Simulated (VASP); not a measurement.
# AlCu5 (Pmmm) in VASP: notebook

The runs below take AlCu5 through relaxation of shape and atoms at fixed volume, relaxation of cell and atoms, with PBE.

All numbers are computed with VASP 6.6.1; they aren't measurements. Logs are shortened: lines on timing, memory, paths and dates and some standing lists are left out, and cuts for length are marked.

**1. The cell of the first run**

It takes space group Pmmm (No. 47, orthorhombic). The conventional cell has a = 2.640 Å, b = 3.513 Å, c = 7.780 Å, α = 90.00°, β = 90.00°, γ = 90.00°. Within 3.8 Å of Al (site symmetry mmm) lie 14 Cu at 2.57 to 3.72 Å and 4 Al at 2.64 to 3.51 Å. Cu (site symmetry mm2) has 14 Cu at 2.55 to 3.74 Å and 4 Al at 2.57 Å within 3.8 Å. Within 3.8 Å of Cu (site symmetry mm2) lie 15 Cu at 2.54 to 3.67 Å and 3 Al at 2.62 to 3.72 Å. Cu (site symmetry mmm) has 18 Cu at 2.54 to 3.68 Å within 3.7 Å.

**2. Relaxation of shape and atoms at fixed volume, PBE (12.03 Å³/atom)**

File INCAR:

```
PREC = Accurate
ENCUT = 600
EDIFF = 1E-6
ISMEAR = 0
SIGMA = 0.1
LREAL = False
LASPH = True
NELM = 100
ALGO = Fast
ISIF = 4
LWAVE = False
LCHARG = False
GGA = PE
IBRION = 2
NSW = 50
EDIFFG = -0.01
```

File KPOINTS:

```
regular mesh
0
Gamma
  14 10 6
```

File POSCAR:

```
AlCu5
1.0
    2.6403709613      0.0000000000      0.0000000000
    0.0000000000      3.5131090844      0.0000000000
    0.0000000000      0.0000000000      7.7795759456
Al Cu
1 5
Direct
    0.5000000000      0.5000000000      0.0000000000
    0.0000000000      0.0000000000      0.8295071757
    0.0000000000      0.0000000000      0.1704928243
    0.5000000000      0.5000000000      0.3362873296
    0.0000000000      0.0000000000      0.5000000000
    0.5000000000      0.5000000000      0.6637126704
```

Potentials or basis: VASP PAW PBE potentials, release 64 (Al, Cu).

Run with:

```sh
cat potpaw_PBE.64/Al/POTCAR potpaw_PBE.64/Cu/POTCAR > POTCAR
mpirun -np 1 vasp_std > vasp.out
```

OUTCAR:

```text
PREC = Accurate
   ENCUT = 600
   EDIFF = 1E-6
   ISMEAR = 0
   LREAL = False
   LASPH = True
   NELM = 100
   ISIF = 4
   GGA = PE
   IBRION = 2
   NSW = 50
   EDIFFG = -0.01

 ion  position               nearest neighbor table
   1  0.500  0.500  0.000-   2 2.57   3 2.57   2 2.57   3 2.57   2 2.57   3 2.57   2 2.57   3 2.57
                             4 2.62   6 2.62
   2  0.000  0.000  0.830-   6 2.55   6 2.55   6 2.55   6 2.55   5 2.56   1 2.57   1 2.57   1 2.57
                             1 2.57   3 2.65
   3  0.000  0.000  0.170-   4 2.55   4 2.55   4 2.55   4 2.55   5 2.56   1 2.57   1 2.57   1 2.57
                             1 2.57   2 2.65
   4  0.500  0.500  0.336-   5 2.54   5 2.54   5 2.54   5 2.54   6 2.55   3 2.55   3 2.55   3 2.55
                             3 2.55   1 2.62
   5  0.000  0.000  0.500-   4 2.54   6 2.54   4 2.54   6 2.54   4 2.54   6 2.54   4 2.54   6 2.54
                             2 2.56   3 2.56
   6  0.500  0.500  0.664-   5 2.54   5 2.54   5 2.54   5 2.54   4 2.55   2 2.55   2 2.55   2 2.55
                             2 2.55   1 2.62

  LATTYP: Found a simple orthorhombic cell.
 ALAT       =     2.6403709613
 B/A-ratio  =     1.3305361769
 C/A-ratio  =     2.9463950557

  Lattice vectors:

 A1 = (   2.6403709613,   0.0000000000,   0.0000000000)
 A2 = (   0.0000000000,   3.5131090844,   0.0000000000)
 A3 = (   0.0000000000,   0.0000000000,   7.7795759456)

Analysis of symmetry for initial positions (statically):
=====================================================================
 Subroutine PRICEL returns:
 Original cell was already a primitive cell.

 Routine SETGRP: Setting up the symmetry group for a
 simple orthorhombic supercell.

 Subroutine GETGRP returns: Found  8 space group operations
 (whereof  8 operations were pure point group operations)
 out of a pool of  8 trial point group operations.

The static configuration has the point symmetry D_2h.

Analysis of symmetry for dynamics (positions and initial velocities):
=====================================================================
 Subroutine PRICEL returns:
 Original cell was already a primitive cell.

 Routine SETGRP: Setting up the symmetry group for a
 simple orthorhombic supercell.

 Subroutine GETGRP returns: Found  8 space group operations
 (whereof  8 operations were pure point group operations)
 out of a pool of  8 trial point group operations.

The dynamic configuration has the point symmetry D_2h.

 Subroutine INISYM returns: Found  8 space group operations
 (whereof  8 operations are pure point group operations),
 and found     1 'primitive' translations

----------------------------------------------------------------------------------------

                                     Primitive cell

  volume of cell :      72.1627

  direct lattice vectors                    reciprocal lattice vectors
     2.640370961  0.000000000  0.000000000     0.378734661  0.000000000  0.000000000
     0.000000000  3.513109084  0.000000000     0.000000000  0.284648150  0.000000000
     0.000000000  0.000000000  7.779575946     0.000000000  0.000000000  0.128541711

  length of vectors
     2.640370961  3.513109084  7.779575946     0.378734661  0.284648150  0.128541711

  position of ions in fractional coordinates (direct lattice)
     0.500000000  0.500000000  0.000000000
     0.000000000  0.000000000  0.829507176
     0.000000000  0.000000000  0.170492824
     0.500000000  0.500000000  0.336287330
     0.000000000  0.000000000  0.500000000
     0.500000000  0.500000000  0.663712670

  ion indices of the primitive-cell ions
   primitive index   ion index
                 1           1
                 2           2
                 3           3
                 4           4
                 5           5
                 6           6

----------------------------------------------------------------------------------------

 KPOINTS: regular mesh

Automatic generation of k-mesh.
 Grid dimensions read from file:
 generate k-points for:   14   10    6

 Generating k-lattice:

  Cartesian coordinates                     Fractional coordinates (reciprocal lattice)
     0.027052476  0.000000000  0.000000000     0.071428571  0.000000000  0.000000000
[... 41 lines left out ...]
   k-points           NKPTS =    192   k-points in BZ     NKDIM =    192   number of bands    NBANDS=     34
   number of dos      NEDOS =    301   number of ions     NIONS =      6
   total plane-waves  NPLWV =  43008
   dimension x,y,z NGX =    24 NGY =   28 NGZ =   64
   dimension x,y,z NGXF=    48 NGYF=   56 NGZF=  128
   ions per type =               1   5
   NGX,Y,Z   is equivalent  to a cutoff of  15.11, 13.25, 13.68 a.u.
   NGXF,Y,Z  is equivalent  to a cutoff of  30.22, 26.50, 27.35 a.u.
 SYSTEM =  unknown system
   PREC   = accura    normal or accurate (medium, high low for compatibility)
   ISTART =      0    job   : 0-new  1-cont  2-samecut
   ICHARG =      2    charge: 1-file 2-atom 10-const
   ISPIN  =      1    spin polarized calculation?
   LNONCOLLINEAR =      F non collinear calculations
   LSORBIT =      F    spin-orbit coupling
   LASPH  =      T    aspherical Exc in radial PAW
   ENCUT  =  600.0 eV  44.10 Ry    6.64 a.u.   5.27  7.02 15.54*2*pi/ulx,y,z
   NELM   =    100;   NELMIN=  2; NELMDL= -5     # of ELM steps
   EDIFF  = 0.1E-05   stopping-criterion for ELM
   LREAL  =      F    real-space projection
   EDIFFG = -.1E-01   stopping-criterion for IOM
   NSW    =     50    number of steps for IOM
   IBRION =      2    ionic relax: 0-MD 1-quasi-New 2-CG
   NFREE  =      1    steps in history (QN), initial steepest desc. (CG)
   ISIF   =      4    stress and relaxation
   ISYM   =      2    0-nonsym 1-usesym 2-fastsym
   POTIM  = 0.5000    time-step for ionic-motion
   TEBEG  =    0.0;   TEEND  =   0.0 temperature during run
   PSTRESS=    0.0 pullay stress
   NELECT =      58.0000    total number of electrons
   NUPDOWN=      -1.0000    fix difference up-down
   EMIN   =  10.00;   EMAX   =-10.00  energy-range for DOS
   EFERMI =   0.00;   METHOD = LEGACY
   ISMEAR =     0;   SIGMA  =   0.10  broadening in eV -4-tet -1-fermi 0-gaus
   EFERMI_NEDOS =   21; number of points for ismear=-14 and -15
   IALGO  =     68    algorithm
   IMIX   =      4    mixing-type and parameters
     AMIX     =   0.40;   BMIX     =  1.00
     AMIX_MAG =   1.60;   BMIX_MAG =  1.00
  volume/ion in A,a.u.               =      12.03        81.16
  Fermi-wavevector in a.u.,A,eV,Ry     =   1.522112  2.876375 31.522324  2.316825
  Thomas-Fermi vector in A             =   2.630736
   LORBIT       =      0    0 simple, 1 ext, 2 COOP (PROOUT), +10 PAW based schemes
   GGA     = PE    functional components
   LHFCALC =     F    Hartree Fock is set to
   AEXX    =    0.0000 exact exchange contribution
   IVDW    =     0    specifies the selected vdW correction
   LEPSILON=     F    determine dielectric tensor
   LRPA    =     F    only Hartree local field effects (RPA)
 conjugate gradient relaxation of ions
 non-spin polarized calculation
 RMM-DIIS sequential band-by-band and
 Gauss-broadening in eV      SIGMA  =   0.10
  energy-cutoff  :      600.00
  volume of cell :       72.16
 maximum number of plane-waves:      2432
 NGX is ok and might be reduce to    24
   NGX = 11   NGY = 15   NGZ = 31

--------------------------------------- Ionic step        1  -------------------------------------------

 number of electron      58.0000009 magnetization

 Free energy of the ion-electron system (eV)
  ---------------------------------------------------
  ext. energy  EPLUGINS =         0.00000000
  ---------------------------------------------------
  free energy    TOTEN  =       -22.88387552 eV

  energy without entropy =      -22.87576898  energy(sigma->0) =      -22.87982225

------------------------ aborting loop because EDIFF is reached ----------------------------------------

  FORCE on cell =-STRESS in cart. coord.  units (eV):
  Direction    XX          YY          ZZ          XY          YZ          ZX
  --------------------------------------------------------------------------------------
  -------------------------------------------------------------------------------------
  Total        2.1591096      2.1947145      2.2318439      0.0000000      0.0000000      0.0000000
  in kB       47.9372107     48.7277225     49.5520795      0.0000000      0.0000000      0.0000000
  external PRESSURE =      48.7390042 kB  Pullay stress =       0.0000000 kB

 VOLUME and BASIS-vectors are now :
 -----------------------------------------------------------------------------
  energy-cutoff  :      600.00
  volume of cell :       72.16
      direct lattice vectors                 reciprocal lattice vectors
     2.640370961  0.000000000  0.000000000     0.378734661  0.000000000  0.000000000
     0.000000000  3.513109084  0.000000000     0.000000000  0.284648150  0.000000000
     0.000000000  0.000000000  7.779575946     0.000000000  0.000000000  0.128541711

 POSITION                                       TOTAL-FORCE (eV/Angst)
 -----------------------------------------------------------------------------------
      1.32019      1.75655      0.00000         0.000000      0.000000     -0.000000
      0.00000      0.00000      6.45321        -0.000000      0.000000      0.010363
      0.00000      0.00000      1.32636         0.000000      0.000000     -0.010363
      1.32019      1.75655      2.61617         0.000000      0.000000     -0.007061
      0.00000      0.00000      3.88979         0.000000      0.000000     -0.000000
      1.32019      1.75655      5.16340         0.000000     -0.000000      0.007061
 -----------------------------------------------------------------------------------
    total drift:                                0.000000      0.000000      0.000000

  FREE ENERGIE OF THE ION-ELECTRON SYSTEM (eV)
  ---------------------------------------------------
  free  energy   TOTEN  =       -22.8838755184 eV

  energy  without entropy=      -22.8757689757  energy(sigma->0) =      -22.87982225

--------------------------------------- Ionic step        2  -------------------------------------------

 number of electron      58.0000010 magnetization

 Free energy of the ion-electron system (eV)
  ---------------------------------------------------
  ext. energy  EPLUGINS =         0.00000000
  ---------------------------------------------------
  free energy    TOTEN  =       -22.88390224 eV

  energy without entropy =      -22.87581036  energy(sigma->0) =      -22.87985630

 E-fermi :   8.3183     XC(G=0): -12.4274

 val. band max:        8.3002746231   @ k =   0.2143   0.2000   0.0000
 cond. band min:       8.3186023023   @ k =   0.3571   0.0000   0.1667
 fundamental gap:      0.0183276792
 Fermi energy:         8.3182945053

 k-point     1 :       0.0000    0.0000    0.0000
  band No.  band energies     occupation
      1      -2.2127      2.00000
      2       0.6136      2.00000
      3       0.7170      2.00000
      4       3.3807      2.00000
      5       3.7639      2.00000
      6       3.8062      2.00000
[... 877 lines left out ...]
     33      12.6667      0.00000
     34      14.4524      0.00000

 [... further k-points ...]

------------------------ aborting loop because EDIFF is reached ----------------------------------------

  FORCE on cell =-STRESS in cart. coord.  units (eV):
  Direction    XX          YY          ZZ          XY          YZ          ZX
  --------------------------------------------------------------------------------------
  -------------------------------------------------------------------------------------
  Total        2.1999720      2.2153947      2.2232748      0.0000000      0.0000000      0.0000000
  in kB       48.8444499     49.1868692     49.3618254      0.0000000      0.0000000      0.0000000
  external PRESSURE =      49.1310482 kB  Pullay stress =       0.0000000 kB

 VOLUME and BASIS-vectors are now :
 -----------------------------------------------------------------------------
  energy-cutoff  :      600.00
  volume of cell :       72.16
      direct lattice vectors                 reciprocal lattice vectors
     2.639604365 -0.000000000  0.000000000     0.378844653  0.000000000  0.000000000
     0.000000000  3.513094831  0.000000000     0.000000000  0.284649304  0.000000000
     0.000000000  0.000000000  7.781866869     0.000000000  0.000000000  0.128503869

 POSITION                                       TOTAL-FORCE (eV/Angst)
 -----------------------------------------------------------------------------------
      1.31980      1.75655      7.78187         0.000000      0.000000      0.000000
      2.63960     -0.00000      6.45561         0.000000      0.000000      0.001878
      0.00000      0.00000      1.32625        -0.000000      0.000000     -0.001878
      1.31980      1.75655      2.61660         0.000000      0.000000     -0.000917
      0.00000      0.00000      3.89093         0.000000      0.000000      0.000000
      1.31980      1.75655      5.16526         0.000000      0.000000      0.000917
 -----------------------------------------------------------------------------------
    total drift:                                0.000000     -0.000000      0.000000

  FREE ENERGIE OF THE ION-ELECTRON SYSTEM (eV)
  ---------------------------------------------------
  free  energy   TOTEN  =       -22.8839022400 eV

  energy  without entropy=      -22.8758103636  energy(sigma->0) =      -22.87985630

 reached required accuracy - stopping structural energy minimisation
```

Run time: 23 min. Hardware: 1 thread of Oxide Virtual Turin-like, shared host; peak memory 0.5 GiB.

What came out:

```
Free energy               : -22.8839 eV
Energy gained by relaxing : 0.0 meV/atom
Ionic steps               : 2
Pressure after relaxing   : 4.9 GPa
Band gap on the k mesh    : zero (bands 29 and 30 overlap by 3.80 eV)
```

Final structure:
```cif
data_structure
_symmetry_space_group_name_H-M 'P 1'
_symmetry_Int_Tables_number 1
_cell_length_a 2.6396
_cell_length_b 3.5131
_cell_length_c 7.7819
_cell_angle_alpha 90.000
_cell_angle_beta 90.000
_cell_angle_gamma 90.000
_cell_volume 72.16
loop_
_atom_site_label
_atom_site_type_symbol
_atom_site_fract_x
_atom_site_fract_y
_atom_site_fract_z
_atom_site_occupancy
Al1 Al 0.50000 0.50000 0.00000 1
Cu1 Cu 0.00000 0.00000 0.82957 1
Cu2 Cu 0.00000 0.00000 0.17043 1
Cu3 Cu 0.50000 0.50000 0.33624 1
Cu4 Cu 0.00000 0.00000 0.50000 1
Cu5 Cu 0.50000 0.50000 0.66376 1
```

Levels at points of the mesh, in eV from the Fermi level:
```
           k point  band 26  band 27  band 28  band 29  band 30  band 31  band 32  band 33
(0.00, 0.00, 0.00)    -2.20    -2.04    -1.73     0.86     1.51     1.87     4.52     4.71
(0.50, 0.00, 0.00)    -1.73    -1.61    -0.62    -0.42    -0.33    -0.23     5.86     6.53
(0.00, 0.50, 0.00)    -2.10    -2.03    -1.85    -1.79    -1.72    -1.71     3.83     4.19
(0.50, 0.50, 0.00)    -1.92    -1.81     0.52     1.20     1.79     1.92     1.97     2.61
(0.00, 0.00, 0.50)    -2.07    -1.73    -1.64    -1.07     1.70     2.66     4.52     6.44
(0.50, 0.00, 0.50)    -1.66    -1.52    -0.82    -0.72     0.14     0.39     4.33     5.04
(0.00, 0.50, 0.50)    -2.01    -1.92    -1.92    -1.84    -1.80    -1.54     2.09     2.21
(0.50, 0.50, 0.50)    -0.76    -0.54    -0.33    -0.24     0.52     1.22     3.08     3.52
```

**3. Relaxation of cell and atoms, PBE**

This run uses another cell than the first one, of 12.40 Å³/atom.

File INCAR:

```
SYSTEM = AlCu5
PREC = Accurate ; ENCUT = 600
EDIFF = 1E-7 ; ISMEAR = -1
SIGMA = 0.15 ; LREAL = .False.
LASPH = .True. ; NELM = 100
ALGO = Fast ; ISIF = 3
LWAVE = .False. ; LCHARG = .False.
GGA = PE ; IBRION = 2
NSW = 80 ; EDIFFG = -0.001
```

File KPOINTS:

```
Automatic mesh
0
Gamma
  16 10 6
  0 0 0
```

POSCAR: that of step 2 with these lines changed.

```diff
@@ -2,5 +2,5 @@
 1.0
-    2.6403709613      0.0000000000      0.0000000000
-    0.0000000000      3.5131090844      0.0000000000
-    0.0000000000      0.0000000000      7.7795759456
+    2.6673153831      0.0000000000      0.0000000000
+    0.0000000000      3.5489596124      0.0000000000
+    0.0000000000      0.0000000000      7.8589648568
 Al Cu
```

Potentials or basis: VASP PAW PBE potentials, release 64 (Al, Cu).

Run with:

```sh
cat potpaw_PBE.64/Al/POTCAR potpaw_PBE.64/Cu/POTCAR > POTCAR
mpirun -np 1 vasp_std > vasp.out
```

Run time: 80 min. Hardware: 1 thread of Oxide Virtual Turin-like, shared host; peak memory 0.57 GiB.

It converged, with:

```
Free energy                           : -22.9796 eV
Relaxed volume                        : 12.45 Å³/atom
Relaxed cell                          : a = 2.677 Å, b = 3.547 Å, c = 7.869 Å, α = 90.00°, β = 90.00°, γ = 90.00°
Space group after relaxing (to 0.1 Å) : Pmmm (No. 47)
Energy gained by relaxing             : 0.1 meV/atom
Ionic steps                           : 18
Pressure after relaxing               : 0.0 GPa
Band gap on the k mesh                : zero (bands 29 and 30 overlap by 3.71 eV)
```

Step by step:
```
step  energy change (eV)  largest force (eV/Å)  pressure (GPa)  volume (Å³)
   1              0.0000                0.0117            0.59        74.39
   2             -0.0005                0.0053           -0.26        74.89
   3             -0.0006                0.0081            0.02        74.73
   4             -0.0006                0.0060           -0.05        74.75
   5             -0.0006                0.0080           -0.01        74.74
   6             -0.0007                0.0036            0.00        74.74
   7             -0.0007                0.0023           -0.04        74.74
   8             -0.0007                0.0023           -0.07        74.73
   9             -0.0007                0.0019            0.01        74.73
  10             -0.0007                0.0029           -0.01        74.73
  11             -0.0007                0.0019           -0.03        74.73
  12             -0.0007                0.0009            0.04        74.70
  13             -0.0007                0.0015            0.02        74.70
  14             -0.0007                0.0011            0.02        74.71
  15             -0.0007                0.0038           -0.03        74.73
  16             -0.0007                0.0013           -0.01        74.73
  17             -0.0007                0.0035           -0.01        74.73
  18             -0.0007                0.0003           -0.01        74.72
```

Final structure:
```
Al Cu
1.0
     2.67687    0.00000    0.00000
     0.00000    3.54738    0.00000
     0.00000    0.00000    7.86898
Al Cu
1 5
Direct
  0.50000 0.50000 0.00000
  0.00000 0.00000 0.82969
  0.00000 0.00000 0.17031
  0.50000 0.50000 0.33629
  0.00000 0.00000 0.50000
  0.50000 0.50000 0.66371
```

Levels at points of the mesh, in eV from the Fermi level:
```
           k point  band 25  band 26  band 27  band 28  band 29  band 30  band 31  band 32  band 33  band 34
(0.00, 0.00, 0.00)    -2.13    -2.12    -1.98    -1.68     0.93     1.50     1.84     4.48     4.71     5.09
(0.50, 0.00, 0.00)    -1.74    -1.68    -1.57    -0.61    -0.43    -0.31    -0.24     5.79     6.48     6.52
(0.00, 0.50, 0.00)    -2.06    -2.01    -1.95    -1.79    -1.74    -1.67    -1.65     3.78     4.15     5.27
(0.50, 0.50, 0.00)    -1.87    -1.83    -1.77     0.51     1.08     1.82     1.93     1.95     2.58     3.08
(0.00, 0.00, 0.50)    -2.14    -2.01    -1.68    -1.59    -1.04     1.72     2.71     4.48     6.33     6.61
(0.50, 0.00, 0.50)    -1.71    -1.61    -1.49    -0.81    -0.73     0.18     0.43     4.22     4.85     6.52
(0.00, 0.50, 0.50)    -2.07    -1.95    -1.87    -1.80    -1.79    -1.75    -1.41     2.01     2.15     9.09
(0.50, 0.50, 0.50)    -1.74    -0.73    -0.44    -0.25    -0.22     0.51     1.10     2.95     3.36     4.55
```

The gap in the log of VASP goes by the Fermi energy; the results here count the filled bands.